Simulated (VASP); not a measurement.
Here is a VASP 6.6.1 calculation.

File INCAR:

```
ALGO = Normal
EDIFF = 1E-6
ENCUT = 600
GGA = CA
GGA_COMPAT = F
ISIF = 2
ISMEAR = 0
ISPIN = 2
LASPH = T
LCHARG = F
LDAU = T
LDAUJ = 0 0
LDAUL = 3 -1
LDAUPRINT = 1
LDAUTYPE = 2
LDAUU = 7 0
LMAXMIX = 6
LORBIT = 11
LREAL = F
LWAVE = F
MAGMOM = 7 0 0
NBANDS = 32
NELM = 200
PREC = Accurate
SIGMA = 0.05
```

The input KPOINTS:

```
k-points
0
Gamma
  8 8 6
```

File POSCAR:

```
EuGa2
1.0
    4.2874114065      0.0000000000      0.0000000000
   -2.1437057032      3.7130071945      0.0000000000
    0.0000000000      0.0000000000      4.6422464204
Eu Ga
1 2
Direct
    0.0000000000      0.0000000000      0.0000000000
    0.3333333333      0.6666666667      0.5000000000
    0.6666666667      0.3333333333      0.5000000000
```

Potentials or basis: VASP PAW PBE potentials, release 64 (Eu, Ga_d).

The run is started by

```bash
$ cat potpaw_PBE.64/Eu/POTCAR potpaw_PBE.64/Ga_d/POTCAR > POTCAR
$ mpirun -np 1 vasp_std > vasp.out
```

Question: What does it give for the site moments?

Answer: Eu +6.77; Ga +0.00 μB.

Question: What does it give for the net moment?

Answer: 7.17 μB per cell.

Question: What does it give for the pressure?

Answer: -3.0 GPa.

Stress tensor (GPa, compression positive):
```
-3.33  0.00  0.00
 0.00 -3.33  0.00
 0.00  0.00 -2.44
```

Caveat: the cell stands under tension; the PAW data sets were made with another functional, which shifts forces and pressure a little. The state reached can hang on the start; a lower one may exist.
